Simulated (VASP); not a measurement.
# CsH (Immm) in VASP: further runs, part 2 of 2

VASP 6.6.1. The steps go on from the part before.

## 3. Single point, LDA (strain +0.0937 x Voigt [0, 0, 0, 0, 0, 1])

The input, INCAR:

```
  ALGO = Normal
  EDIFF = 1E-7
  ENCUT = 520
  GGA = CA
  ISIF = 2
  ISMEAR = 0
  LASPH = True
  LCHARG = False
  LREAL = False
  LWAVE = False
  NBANDS = 12
  NELM = 100
  PREC = Accurate
  SIGMA = 0.05
```

The input, KPOINTS:

```
k-points
0
Gamma
  8 8 8
```

The input, POSCAR:

```
CsH
1.0
    0.1493578000      3.1880000000      3.1880000000
    3.1880000000      0.1493578000      3.1880000000
    3.3373578000      3.3373578000      0.0000000000
Cs H
1 1
Direct
    0.0000000000      0.0000000000      0.0000000000
    0.5000000000      0.5000000000      0.5000000000
```

Potentials or basis: VASP PAW LDA potentials, release 64 (Cs_sv, H).

Command:

```console
cat potpaw_LDA.64/Cs_sv/POTCAR potpaw_LDA.64/H/POTCAR > POTCAR
mpirun -np 1 vasp_std > vasp.out
```

Wall time 51 s (1 thread of Intel Xeon Platinum 8488C (Sapphire Rapids), shared host); peak memory 0.21 GiB.

It converged, with:

* Free energy: -4.8831 eV
* Pressure: -1.3 GPa
* Band gap on the k mesh: 1.88 eV (least direct gap 1.93 eV)

Stress tensor (GPa, compression positive):
```
-1.24 -0.52  0.00
-0.52 -1.24  0.00
 0.00  0.00 -1.29
```

Levels at points of the mesh, in eV from the valence-band top:
```tsv
k point	band 3	band 4	band 5	band 6	band 7	band 8
(0.00, 0.00, 0.00)	-7.95	-7.90	-1.90	4.54	4.74	5.41
(0.50, 0.00, 0.00)	-8.08	-8.06	0.00	1.93	4.11	4.69
(0.50, 0.50, 0.00)	-8.29	-8.14	-1.26	2.81	5.28	7.63
(0.00, 0.00, 0.50)	-8.00	-7.99	-0.06	1.88	4.34	4.98
(0.50, 0.00, 0.50)	-8.22	-8.21	-1.24	2.82	5.28	7.63
```

Caveat: the cell differs from its parent crystal (strain +0.0937 x Voigt [0, 0, 0, 0, 0, 1]); spin-orbit coupling is left out, which moves the levels of the heavy elements.

## 4. Single point, LDA (strain -0.0750 x Voigt [0, 0, 0, 0, 0, 1])

The input, INCAR:

```
SYSTEM = CsH
PREC     = Accurate       ! precision mode
ENCUT    = 520            ! plane-wave cutoff, eV
EDIFF    = 1E-7           ! SCF threshold, eV
ISMEAR   = 0              ! smearing method
SIGMA    = 0.05           ! smearing width, eV
LREAL    = .FALSE.        ! projectors in reciprocal space
LASPH    = .TRUE.         ! aspherical terms in the spheres
NELM     = 100            ! most SCF steps
ALGO     = Normal         ! electronic algorithm
ISIF     = 2              ! what is computed and relaxed
LWAVE    = .FALSE.        ! write WAVECAR
LCHARG   = .TRUE.         ! write CHGCAR
GGA      = CA             ! functional
LELF     = .TRUE.         ! ELF
LVHAR    = .TRUE.       
NBANDS   = 12             ! bands
```

The input, KPOINTS:

```
regular mesh
0
G
  8 8 8
  0 0 0
```

The input, POSCAR:

```
CsH
1.0
   -0.1195500000      3.1880000000      3.1880000000
    3.1880000000     -0.1195500000      3.1880000000
    3.0684500000      3.0684500000      0.0000000000
Cs H
1 1
Direct
    0.0000000000      0.0000000000      0.0000000000
    0.5000000000      0.5000000000      0.5000000000
```

Command:

```console
cat potpaw_LDA.64/Cs_sv/POTCAR potpaw_LDA.64/H/POTCAR > POTCAR
mpirun -np 1 vasp_std > vasp.out
```

It took 44 s on 1 thread of Intel Xeon Platinum 8488C (Sapphire Rapids), shared host; peak memory 0.21 GiB.

Results (log left out):

```
Free energy            : -4.8862 eV
Pressure               : -1.3 GPa
Band gap on the k mesh : 1.89 eV (least direct gap 1.93 eV)
```

Stress tensor (GPa, compression positive):
```
-1.24  0.41  0.00
 0.41 -1.24  0.00
 0.00  0.00 -1.27
```

Levels at points of the mesh, in eV from the valence-band top:
| k point | band 3 | band 4 | band 5 | band 6 | band 7 | band 8 |
| --- | --- | --- | --- | --- | --- | --- |
| (0.00, 0.00, 0.00) | -7.93 | -7.90 | -1.90 | 4.62 | 4.81 | 5.32 |
| (0.50, 0.00, 0.00) | -8.00 | -7.99 | -0.05 | 1.89 | 4.38 | 4.89 |
| (0.50, 0.50, 0.00) | -8.27 | -8.14 | -1.25 | 2.82 | 5.29 | 7.71 |
| (0.00, 0.00, 0.50) | -8.06 | -8.04 | 0.00 | 1.93 | 4.19 | 4.66 |
| (0.50, 0.00, 0.50) | -8.21 | -8.20 | -1.24 | 2.83 | 5.29 | 7.71 |

Caveat: the cell differs from its parent crystal (strain -0.0750 x Voigt [0, 0, 0, 0, 0, 1]); spin-orbit coupling is left out, which moves the levels of the heavy elements.

## 5. Single point, LDA (strain +0.0562 x Voigt [0, 0, 0, 0, 0, 1])

The input, INCAR:

```
ALGO = Normal
EDIFF = 1E-6
ENCUT = 520
ISIF = 2
ISMEAR = 0
LASPH = True
LCHARG = False
LREAL = False
LWAVE = False
NBANDS = 12
NELM = 60
PREC = Accurate
SIGMA = 0.05
```

The input, KPOINTS:

```
k-points
0
Gamma
  8 8 8
```

The input, POSCAR:

```
CsH
1.0
    0.0895828000      3.1880000000      3.1880000000
    3.1880000000      0.0895828000      3.1880000000
    3.2775828000      3.2775828000      0.0000000000
Cs H
1 1
Direct
    0.0000000000      0.0000000000      0.0000000000
    0.5000000000      0.5000000000      0.5000000000
```

Potentials or basis: VASP PAW LDA potentials, release 64 (Cs_sv, H).

Command:

```console
cat potpaw_LDA.64/Cs_sv/POTCAR potpaw_LDA.64/H/POTCAR > POTCAR
mpirun -np 1 vasp_std > vasp.out
```

OUTCAR:

```text
EDIFF = 1E-6
   ENCUT = 520
   ISIF = 2
   ISMEAR = 0
   LASPH = True
   LREAL = False
   NELM = 60
   PREC = Accurate

 ion  position               nearest neighbor table
   1  0.000  0.000  0.000-
   2  0.500  0.500  0.500-

  LATTYP: Found a body centered orthorhombic cell.
 ALAT       =     4.3818236261
 B/A-ratio  =     1.0578248791
 C/A-ratio  =     1.4551019265

  Lattice vectors:

[... 534 lines left out ...]
      2      -8.2684      2.00000
      3      -7.9608      2.00000
      4      -7.9378      2.00000
      5      -1.0905      2.00000
      6       3.8569      0.00000
      7       4.3186      0.00000
      8       5.4248      0.00000
      9       5.7691      0.00000
     10       6.3176      0.00000
     11       7.0485      0.00000
     12      10.3618      0.00000

 [... further k-points ...]
[... 5 lines left out ...]
  --------------------------------------------------------------------------------------
  -------------------------------------------------------------------------------------
  Total       -0.5003363     -0.5003363     -0.5069165     -0.1246350     -0.0000000     -0.0000000
  in kB      -12.3802877    -12.3802877    -12.5431080     -3.0839595     -0.0000000     -0.0000000
  external PRESSURE =     -12.4345611 kB  Pullay stress =       0.0000000 kB

 VOLUME and BASIS-vectors are now :
 -----------------------------------------------------------------------------
  energy-cutoff  :      520.00
  volume of cell :       64.75
      direct lattice vectors                 reciprocal lattice vectors
     0.089582800  3.188000000  3.188000000    -0.161372716  0.161372716  0.156838143
     3.188000000  0.089582800  3.188000000     0.161372716 -0.161372716  0.156838143
     3.277582800  3.277582800  0.000000000     0.152551447  0.152551447 -0.156838143

 POSITION                                       TOTAL-FORCE (eV/Angst)
 -----------------------------------------------------------------------------------
      0.00000      0.00000      0.00000        -0.000000     -0.000000     -0.000000
      3.27758      3.27758      3.18800         0.000000      0.000000      0.000000
 -----------------------------------------------------------------------------------
    total drift:                               -0.000000      0.000000      0.000000

  FREE ENERGIE OF THE ION-ELECTRON SYSTEM (eV)
  ---------------------------------------------------
  free  energy   TOTEN  =        -4.8886627883 eV

  energy  without entropy=       -4.8886627883  energy(sigma->0) =       -4.88866279
```

OSZICAR:

```text
N       E                     dE             d eps       ncg     rms          rms(c)
DAV:   1     0.425890084648E+02    0.42589E+02   -0.41242E+03  2280   0.692E+02
DAV:   2    -0.211659470570E+01   -0.44706E+02   -0.42404E+02  2936   0.112E+02
DAV:   3    -0.564558530134E+01   -0.35290E+01   -0.35228E+01  2852   0.334E+01
DAV:   4    -0.567526747935E+01   -0.29682E-01   -0.29680E-01  2644   0.356E+00
DAV:   5    -0.567539633096E+01   -0.12885E-03   -0.12885E-03  2892   0.238E-01    0.351E+00
DAV:   6    -0.502294147147E+01    0.65245E+00   -0.52733E-01  2684   0.267E+00    0.144E+00
DAV:   7    -0.488227922676E+01    0.14066E+00   -0.51526E-01  2636   0.234E+00    0.579E-01
DAV:   8    -0.489398132546E+01   -0.11702E-01   -0.53196E-02  2544   0.941E-01    0.294E-01
DAV:   9    -0.488853829995E+01    0.54430E-02   -0.97446E-03  2740   0.394E-01    0.313E-02
DAV:  10    -0.488868533648E+01   -0.14704E-03   -0.15742E-03  2500   0.144E-01    0.352E-02
DAV:  11    -0.488866619571E+01    0.19141E-04   -0.14843E-04  2684   0.436E-02    0.116E-02
DAV:  12    -0.488866277490E+01    0.34208E-05   -0.18119E-05  2704   0.180E-02    0.123E-03
DAV:  13    -0.488866278831E+01   -0.13409E-07   -0.15109E-06  2388   0.505E-03
   1 F= -.48886628E+01 E0= -.48886628E+01  d E =-.116886E-13
```

stdout:

```text
POSCAR found type information on POSCAR CsH
 POSCAR found :  2 types and       2 ions
 scaLAPACK will be used
 LDA part: xc-table for (Slater(with rela. corr.)+CA(PZ))
 , standard interpolation
 POSCAR, INCAR and KPOINTS ok, starting setup
 FFT: planning ... GRIDC
 FFT: planning ... GRID_SOFT
 FFT: planning ... GRID
 WAVECAR not read
 entering main loop
```

Wall time 40 s (1 thread of Intel Xeon Platinum 8488C (Sapphire Rapids), shared host); peak memory 0.21 GiB.

What came out:

- Free energy: -4.8887 eV
- Pressure: -1.2 GPa
- Band gap on the k mesh: 1.90 eV (least direct gap 1.93 eV)

Caveat: the cell differs from its parent crystal (strain +0.0562 x Voigt [0, 0, 0, 0, 0, 1]); spin-orbit coupling is left out, which moves the levels of the heavy elements. A k mesh can miss the band edges.

## 6. Overview

```csv
cell,gap on the mesh (eV),pressure (GPa)
"a = 4.513, b = 4.513, c = 4.804 Å, angles 57.8, 57.8, 55.6°, 2 atoms",1.85,-1.3
"a = 4.511, b = 4.511, c = 4.720 Å, angles 58.5, 58.5, 56.9°, 2 atoms",1.88,-1.3
"a = 4.510, b = 4.510, c = 4.339 Å, angles 61.2, 61.2, 62.5°, 2 atoms",1.89,-1.3
"a = 4.509, b = 4.509, c = 4.635 Å, angles 59.1, 59.1, 58.1°, 2 atoms",1.90,-1.2
```

Alike in all rows: task single point; level LDA; potentials or basis VASP PAW LDA potentials, release 64 (Cs_sv, H); no spin polarisation; k mesh 8 × 8 × 8; cutoff (eV) 520; smearing gaussian 0.05 eV.

Caveats: spin-orbit coupling is left out, which moves the levels of the heavy elements.

Total energies depend on the potentials used, so only differences within one code and one set of settings carry meaning.
